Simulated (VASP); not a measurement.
A run of VASP 6.6.1 is set up as follows.

The input INCAR:

```
SYSTEM = CoO
ALGO = Normal
EDIFF = 1E-7
ENCUT = 520
GGA = PE
ISIF = 2
ISMEAR = 0
ISPIN = 2
LASPH = .TRUE.
LCHARG = .FALSE.
LMAXMIX = 4
LORBIT = 11
LREAL = .FALSE.
LWAVE = .FALSE.
MAGMOM = 2 0
NBANDS = 18
NELM = 150
PREC = Accurate
SIGMA = 0.027000000000000003
```

Contents of KPOINTS:

```
k-points
0
G
  11 11 11
  0 0 0
```

The input POSCAR:

```
CoO
1.0
    1.5054695445      0.8691832468      2.4399269062
   -1.5054695445      0.8691832468      2.4399269062
    0.0000000000     -1.7383664936      2.4399269062
Co O
1 1
Direct
    0.0000000000      0.0000000000      0.0000000000
    0.5000000000      0.5000000000      0.5000000000
```

Potentials or basis: VASP PAW PBE potentials, release 64 (Co, O).

Run with:

```sh
$ cat potpaw_PBE.64/Co/POTCAR potpaw_PBE.64/O/POTCAR > POTCAR
$ mpirun -np 1 vasp_std > vasp.out
```

Predict the site moments.

Co +2.54; O +0.29 μB.

Estimate the pressure.

-0.8 GPa.

Estimate the net moment.

2.89 μB per cell.

Stress tensor (GPa, compression positive):
```
-0.54  0.00  0.00
 0.00 -0.54  0.00
 0.00  0.00 -1.27
```

Caveat: a cell with one magnetic atom can't hold antiferromagnetic order, which such compounds often take.
